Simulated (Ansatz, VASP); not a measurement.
**One calculation of W, two programs**

The input INCAR:

```
PREC = Accurate
ENCUT = 600
EDIFF = 1E-6
ISMEAR = 0
SIGMA = 0.1
LREAL = F
LASPH = T
NELM = 100
ALGO = Normal
ISIF = 3
LWAVE = F
LCHARG = F
GGA = PS
IBRION = 2
NSW = 90
EDIFFG = -0.04
```

File KPOINTS:

```
regular mesh
0
Gamma
  6 6 4
```

File POSCAR:

```
W
1.0
    3.6747199417      0.0000000000      0.0000000000
   -1.8373599709      3.1824008214      0.0000000000
    0.0000000000      0.0000000000      4.1690927847
W
3
Direct
    0.2254000000      0.0000000000      0.3333333333
    0.0000000000      0.2254000000      0.6666666667
    0.7746000000      0.7746000000      0.0000000000
```

Input for Ansatz:

```yaml
crystal:
  lattice:
    - [3.6747199417, 0.0, 0.0]
    - [-1.8373599709, 3.1824008214, 0.0]
    - [0.0, 0.0, 4.1690927847]
  atoms:
    - { symbol: W, position: [0.2254, 0.0, 0.3333333333] }
    - { symbol: W, position: [0.0, 0.2254, 0.6666666667] }
    - { symbol: W, position: [0.7746, 0.7746, 0.0] }
basis:
  ecutwfc: 420
kpoints:
  mp_grid: { grid: [6, 6, 4] }
hamiltonian:
  xc: pbesol
scf:
  occupations: { method: gaussian, width: 0.1 }
  lower_state_search: "off"
output:
  forces: true
  stress: true
  eigenvalues: true
relax:
  adjacent_minimum: "off"
  f_tol: 0.04
  max_steps: 70
  cell: { stress_tol: 0.4 }
```

Alike in both runs: task relaxation of cell and atoms; functional PBEsol; k mesh 6 × 6 × 4; occupations gaussian, width 0.1 eV; no spin polarisation.

```csv
,VASP,Ansatz
version,VASP 6.6.1,Ansatz 0.2.0
potentials or method,"VASP PAW PBE potentials, release 64 (W_sv), cutoff 600 eV","scalar-relativistic, plane waves, PAW"
valence electrons in the cell,42,42
```

```tsv
	VASP	Ansatz	Ansatz less VASP
gap on the k mesh at the Fermi level, each at its own relaxed structure (eV)	none	none	-
relaxed volume (Å³/atom)	15.75	15.73	-0.026
relaxed cell length with the largest relative difference (Å)	4.435	4.432	-0.0033
```

VASP's potentials were made for PBE, not for PBEsol. A gap of «none» marks a metal or a gap that the smearing closes.

The k mesh is coarse, so the values compare programs but aren't converged. Spin-orbit coupling is off throughout.
